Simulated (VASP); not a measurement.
# MnCu (R-3m) in VASP: single point with PBE

Aim: the single point of MnCu with PBE.

Program: VASP 6.6.1. These are calculated values, not measurements. Logs are shortened: lines on timing, memory, paths and dates and some standing lists are left out, and cuts for length are marked.

## (1) The cell of the first run

Symmetry: R-3m, No. 166, trigonal system. Conventional cell: a = 2.557 Å, b = 2.557 Å, c = 12.927 Å, α = 90.00°, β = 90.00°, γ = 120.00°. Mn (site symmetry -3m) has 6 Mn at 2.56 Å and 6 Cu at 2.61 Å within 3.4 Å. Cu (site symmetry -3m) has 6 Cu at 2.56 Å and 6 Mn at 2.61 Å within 3.4 Å.

## (2) Single point, PBE, collinear spin, ferromagnetic start

INCAR reads:

```
PREC     = Accurate       # precision mode
ENCUT    = 520            # plane-wave cutoff, eV
EDIFF    = 1E-7           # SCF threshold, eV
ISMEAR   = 0              # smearing method
SIGMA    = 0.1            # smearing width, eV
LREAL    = F              # projectors in reciprocal space
LASPH    = T              # aspherical terms in the spheres
NELM     = 150            # most SCF steps
ALGO     = Normal         # electronic algorithm
ISIF     = 2              # what is computed and relaxed
LWAVE    = F              # write WAVECAR
LCHARG   = F              # write CHGCAR
ISPIN    = 2              # spin polarisation
MAGMOM   = 0.5 0          # initial moments
LORBIT   = 11             # projections on sites
LMAXMIX  = 4              # l up to which the mixer works
GGA      = PE             # functional
NBANDS   = 23             # bands
```

KPOINTS reads:

```
Automatic mesh
0
Gamma
  18 18 18
```

POSCAR reads:

```
MnCu
1.0
   -1.8852375576     -1.8852375576     -3.6930058167
   -1.8852375576     -3.6930058167     -1.8852375576
   -3.6930058167     -1.8852375576     -1.8852375576
Mn Cu
1 1
Direct
    0.0000000000      0.0000000000      0.0000000000
    0.5000000000      0.5000000000      0.5000000000
```

Potentials or basis: VASP PAW PBE potentials, release 64 (Mn_pv, Cu).

Command:

```sh
> cat potpaw_PBE.64/Mn_pv/POTCAR potpaw_PBE.64/Cu/POTCAR > POTCAR
> mpirun -np 1 vasp_std > vasp.out
```

OUTCAR:

```text
PREC = Accurate
   ENCUT = 520
   EDIFF = 1E-7
   ISMEAR = 0
   LREAL = F
   LASPH = T
   NELM = 150
   ISIF = 2
   ISPIN = 2
   LORBIT = 11
   GGA = PE

 ion  position               nearest neighbor table
   1  0.000  0.000  0.000-   2 2.61   2 2.61   2 2.61   2 2.61   2 2.61   2 2.61
   2  0.500  0.500  0.500-   1 2.61   1 2.61   1 2.61   1 2.61   1 2.61   1 2.61

  LATTYP: Found a trigonal (rhomboedric) cell.
 ALAT       =     4.5548362495
 COS(alpha) =     0.8424784499

  Lattice vectors:

 A1 = (  -1.8852375576,  -1.8852375576,  -3.6930058167)
 A2 = (  -1.8852375576,  -3.6930058167,  -1.8852375576)
 A3 = (  -3.6930058167,  -1.8852375576,  -1.8852375576)

Analysis of symmetry for initial positions (statically):
=====================================================================
 Subroutine PRICEL returns:
 Original cell was already a primitive cell.

 Routine SETGRP: Setting up the symmetry group for a
 trigonal (rhombohedral) supercell.

 Subroutine GETGRP returns: Found 12 space group operations
 (whereof 12 operations were pure point group operations)
 out of a pool of 12 trial point group operations.

The static configuration has the point symmetry D_3d.

Analysis of symmetry for dynamics (positions and initial velocities):
=====================================================================
 Subroutine PRICEL returns:
 Original cell was already a primitive cell.

 Routine SETGRP: Setting up the symmetry group for a
 trigonal (rhombohedral) supercell.

 Subroutine GETGRP returns: Found 12 space group operations
 (whereof 12 operations were pure point group operations)
 out of a pool of 12 trial point group operations.

The dynamic configuration has the point symmetry D_3d.

Analysis of structural, dynamic, and magnetic symmetry:
=====================================================================
 Subroutine PRICEL returns:
 Original cell was already a primitive cell.

 Routine SETGRP: Setting up the symmetry group for a
 trigonal (rhombohedral) supercell.

 Subroutine GETGRP returns: Found 12 space group operations
 (whereof 12 operations were pure point group operations)
 out of a pool of 12 trial point group operations.

The overall configuration has the point symmetry D_3d.

 Subroutine INISYM returns: Found 12 space group operations
 (whereof 12 operations are pure point group operations),
 and found     1 'primitive' translations

----------------------------------------------------------------------------------------

                                     Primitive cell

  volume of cell :      24.3909

  direct lattice vectors                    reciprocal lattice vectors
    -1.885237558 -1.885237558 -3.693005817     0.139727503  0.139727503 -0.413440744
    -1.885237558 -3.693005817 -1.885237558     0.139727503 -0.413440744  0.139727503
    -3.693005817 -1.885237558 -1.885237558    -0.413440744  0.139727503  0.139727503

  length of vectors
     4.554836249  4.554836249  4.554836249     0.458236619  0.458236619  0.458236619

  position of ions in fractional coordinates (direct lattice)
     0.000000000  0.000000000  0.000000000
     0.500000000  0.500000000  0.500000000

  ion indices of the primitive-cell ions
   primitive index   ion index
                 1           1
                 2           2

----------------------------------------------------------------------------------------

 KPOINTS: Automatic mesh

Automatic generation of k-mesh.
 Grid dimensions read from file:
 generate k-points for:   18   18   18

 Generating k-lattice:

  Cartesian coordinates                     Fractional coordinates (reciprocal lattice)
     0.007762639  0.007762639 -0.022968930     0.055555556  0.000000000  0.000000000
     0.007762639 -0.022968930  0.007762639     0.000000000  0.055555556  0.000000000
    -0.022968930  0.007762639  0.007762639     0.000000000  0.000000000  0.055555556

  Length of vectors
     0.025457590  0.025457590  0.025457590

  Shift w.r.t. Gamma in fractional coordinates (k-lattice)
     0.000000000  0.000000000  0.000000000

 Subroutine IBZKPT returns following result:
 ===========================================

 Found    580 irreducible k-points:

 Following reciprocal coordinates:
            Coordinates               Weight
  0.000000  0.000000  0.000000      1.000000
  0.055556  0.000000  0.000000      6.000000
  0.111111  0.000000  0.000000      6.000000
  0.166667 -0.000000 -0.000000      6.000000
  0.222222 -0.000000 -0.000000      6.000000
  0.277778  0.000000  0.000000      6.000000
[... 16 lines left out ...]
 -0.277778  0.055556  0.000000     12.000000
 -0.222222  0.055556  0.000000     12.000000
 [... further k-points ...]
   k-points           NKPTS =    580   k-points in BZ     NKDIM =    580   number of bands    NBANDS=     23
   number of dos      NEDOS =    301   number of ions     NIONS =      2
   total plane-waves  NPLWV =  46656
   dimension x,y,z NGX =    36 NGY =   36 NGZ =   36
   dimension x,y,z NGXF=    72 NGYF=   72 NGZF=   72
   ions per type =               1   1
   NGX,Y,Z   is equivalent  to a cutoff of  13.14, 13.14, 13.14 a.u.
   NGXF,Y,Z  is equivalent  to a cutoff of  26.28, 26.28, 26.28 a.u.
 SYSTEM =  unknown system
   PREC   = accura    normal or accurate (medium, high low for compatibility)
   ISTART =      0    job   : 0-new  1-cont  2-samecut
   ICHARG =      2    charge: 1-file 2-atom 10-const
   ISPIN  =      2    spin polarized calculation?
   LNONCOLLINEAR =      F non collinear calculations
   LSORBIT =      F    spin-orbit coupling
   LASPH  =      T    aspherical Exc in radial PAW
   ENCUT  =  520.0 eV  38.22 Ry    6.18 a.u.   8.47  8.47  8.47*2*pi/ulx,y,z
   NELM   =    150;   NELMIN=  2; NELMDL= -5     # of ELM steps
   EDIFF  = 0.1E-06   stopping-criterion for ELM
   LREAL  =      F    real-space projection
   EDIFFG = 0.1E-05   stopping-criterion for IOM
   NSW    =      0    number of steps for IOM
   IBRION =     -1    ionic relax: 0-MD 1-quasi-New 2-CG
   NFREE  =      0    steps in history (QN), initial steepest desc. (CG)
   ISIF   =      2    stress and relaxation
   ISYM   =      2    0-nonsym 1-usesym 2-fastsym
   POTIM  = 0.5000    time-step for ionic-motion
   TEBEG  =    0.0;   TEEND  =   0.0 temperature during run
   PSTRESS=    0.0 pullay stress
   NELECT =      24.0000    total number of electrons
   NUPDOWN=      -1.0000    fix difference up-down
   EMIN   =  10.00;   EMAX   =-10.00  energy-range for DOS
   EFERMI =   0.00;   METHOD = LEGACY
   ISMEAR =     0;   SIGMA  =   0.10  broadening in eV -4-tet -1-fermi 0-gaus
   EFERMI_NEDOS =   21; number of points for ismear=-14 and -15
   IALGO  =     38    algorithm
   IMIX   =      4    mixing-type and parameters
     AMIX     =   0.40;   BMIX     =  1.00
     AMIX_MAG =   1.60;   BMIX_MAG =  1.00
  volume/ion in A,a.u.               =      12.20        82.30
  Fermi-wavevector in a.u.,A,eV,Ry     =   1.628307  3.077054 36.074261  2.651383
  Thomas-Fermi vector in A             =   2.720959
   LORBIT       =     11    0 simple, 1 ext, 2 COOP (PROOUT), +10 PAW based schemes
   GGA     = PE    functional components
   LHFCALC =     F    Hartree Fock is set to
   AEXX    =    0.0000 exact exchange contribution
   IVDW    =     0    specifies the selected vdW correction
   LEPSILON=     F    determine dielectric tensor
   LRPA    =     F    only Hartree local field effects (RPA)
 spin polarized calculation
 Gauss-broadening in eV      SIGMA  =   0.10
  energy-cutoff  :      520.00
  volume of cell :       24.39
 maximum number of plane-waves:       671
 NGX is ok and might be reduce to    36
   NGX = 17   NGY = 17   NGZ = 17

 number of electron      23.9999995 magnetization      -0.0015586

 number of electron      23.9999995 magnetization       0.0000376

 Free energy of the ion-electron system (eV)
  ---------------------------------------------------
  ext. energy  EPLUGINS =         0.00000000
  ---------------------------------------------------
  free energy    TOTEN  =       -12.01687423 eV

  energy without entropy =      -12.00367557  energy(sigma->0) =      -12.01027490

 E-fermi :   8.0130     XC(G=0): -12.9186

 val. band max:        8.0128920153   @ k =  -0.3889   0.1667   0.0556
 cond. band min:       8.0159062361   @ k =  -0.2222   0.2778   0.1111
 fundamental gap:      0.0030142208
 Fermi energy:         8.0130065884

 spin component 1

 k-point     1 :       0.0000    0.0000    0.0000
  band No.  band energies     occupation
      1     -40.0464      1.00000
      2     -39.6690      1.00000
      3     -39.6690      1.00000
      4      -0.5202      1.00000
      5       3.3832      1.00000
      6       5.0719      1.00000
[... 15 lines left out ...]
     22      33.9473      0.00000
     23      33.9473      0.00000

 k-point     2 :       0.0556    0.0000    0.0000
  band No.  band energies     occupation
      1     -40.0446      1.00000
      2     -39.6819      1.00000
      3     -39.6720      1.00000
      4      -0.4146      1.00000
      5       3.4447      1.00000
      6       5.0459      1.00000
[... 15 lines left out ...]
     22      33.1010      0.00000
     23      33.6092      0.00000

 k-point     3 :       0.1111    0.0000    0.0000
  band No.  band energies     occupation
      1     -40.0394      1.00000
      2     -39.7188      1.00000
      3     -39.6807      1.00000
      4      -0.1017      1.00000
      5       3.6178      1.00000
      6       4.9734      1.00000
[... 15 lines left out ...]
     22      32.2203      0.00000
     23      32.3579      0.00000
[... 495 lines left out ...]
 k-point    23 :      -0.2778    0.0556    0.0000
  band No.  band energies     occupation
      1     -40.0053      1.00000
      2     -39.9522      1.00000
      3     -39.7419      1.00000
      4       2.3226      1.00000
      5       4.2946      1.00000
      6       4.4315      1.00000
[... 15 lines left out ...]
     22      29.5996      0.00000
     23      31.6560      0.00000

 k-point    24 :      -0.2222    0.0556    0.0000
  band No.  band energies     occupation
      1     -40.0155      1.00000
      2     -39.8832      1.00000
      3     -39.7239      1.00000
      4       1.5071      1.00000
      5       4.2412      1.00000
      6       4.6020      1.00000
[... 15 lines left out ...]
     22      30.8884      0.00000
     23      32.1186      0.00000

 [... further k-points ...]

 spin component 2

 k-point     1 :       0.0000    0.0000    0.0000
  band No.  band energies     occupation
      1     -40.0464      1.00000
      2     -39.6690      1.00000
      3     -39.6690      1.00000
      4      -0.5202      1.00000
      5       3.3832      1.00000
      6       5.0719      1.00000
[... 15 lines left out ...]
     22      33.9473      0.00000
     23      33.9473      0.00000

 k-point     2 :       0.0556    0.0000    0.0000
  band No.  band energies     occupation
      1     -40.0446      1.00000
      2     -39.6818      1.00000
      3     -39.6720      1.00000
      4      -0.4146      1.00000
      5       3.4447      1.00000
      6       5.0459      1.00000
[... 15 lines left out ...]
     22      33.1010      0.00000
     23      33.6092      0.00000

 k-point     3 :       0.1111    0.0000    0.0000
  band No.  band energies     occupation
      1     -40.0393      1.00000
      2     -39.7188      1.00000
      3     -39.6806      1.00000
      4      -0.1017      1.00000
      5       3.6178      1.00000
      6       4.9734      1.00000
[... 15 lines left out ...]
     22      32.2204      0.00000
     23      32.3579      0.00000
[... 495 lines left out ...]
 k-point    23 :      -0.2778    0.0556    0.0000
  band No.  band energies     occupation
      1     -40.0053      1.00000
      2     -39.9521      1.00000
      3     -39.7418      1.00000
      4       2.3226      1.00000
      5       4.2946      1.00000
      6       4.4315      1.00000
[... 15 lines left out ...]
     22      29.5996      0.00000
     23      31.6560      0.00000

 k-point    24 :      -0.2222    0.0556    0.0000
  band No.  band energies     occupation
      1     -40.0154      1.00000
      2     -39.8832      1.00000
      3     -39.7238      1.00000
      4       1.5071      1.00000
      5       4.2412      1.00000
      6       4.6020      1.00000
[... 15 lines left out ...]
     22      30.8884      0.00000
     23      32.1186      0.00000

 [... further k-points ...]
[... 5 lines left out ...]
  --------------------------------------------------------------------------------------
  -------------------------------------------------------------------------------------
  Total       -1.9317125     -1.9317125     -1.9317125      0.4773026      0.4773026      0.4773026
  in kB     -126.8896311   -126.8896311   -126.8896311     31.3528812     31.3528812     31.3528812
  external PRESSURE =    -126.8896311 kB  Pullay stress =       0.0000000 kB

 VOLUME and BASIS-vectors are now :
 -----------------------------------------------------------------------------
  energy-cutoff  :      520.00
  volume of cell :       24.39
      direct lattice vectors                 reciprocal lattice vectors
    -1.885237558 -1.885237558 -3.693005817     0.139727503  0.139727503 -0.413440744
    -1.885237558 -3.693005817 -1.885237558     0.139727503 -0.413440744  0.139727503
    -3.693005817 -1.885237558 -1.885237558    -0.413440744  0.139727503  0.139727503

 POSITION                                       TOTAL-FORCE (eV/Angst)
 -----------------------------------------------------------------------------------
      0.00000      0.00000      0.00000        -0.000000     -0.000000     -0.000000
     -3.73174     -3.73174     -3.73174         0.000000      0.000000      0.000000
 -----------------------------------------------------------------------------------
    total drift:                               -0.000000      0.000000     -0.000000

  FREE ENERGIE OF THE ION-ELECTRON SYSTEM (eV)
  ---------------------------------------------------
  free  energy   TOTEN  =       -12.0168742333 eV

  energy  without entropy=      -12.0036755730  energy(sigma->0) =      -12.01027490

 total charge

# of ion       s       p       d       tot
------------------------------------------
    1        0.363   6.287   5.053  11.702
    2        0.460   0.429   9.123  10.012
--------------------------------------------------
tot          0.822   6.716  14.176  21.714

 magnetization (x)

# of ion       s       p       d       tot
------------------------------------------
    1       -0.000   0.000   0.000   0.000
    2       -0.000  -0.000   0.000   0.000
--------------------------------------------------
tot         -0.000  -0.000   0.000   0.000
```

Wall time 19 min (1 thread of Intel Xeon Platinum 8488C (Sapphire Rapids), shared host); peak memory 0.64 GiB.

Results:

* Free energy: -12.0169 eV
* Pressure: -12.7 GPa
* Band gap on the k mesh: zero (filled and empty bands overlap)
* Net moment: 0.00 μB per cell
* Valence electrons inside the program's atomic spheres: Mn 11.70; Cu 10.01

Stress tensor (GPa, compression positive):
```
-12.69   3.14   3.14
  3.14 -12.69   3.14
  3.14   3.14 -12.69
```

Caveat: the cell stands under tension.
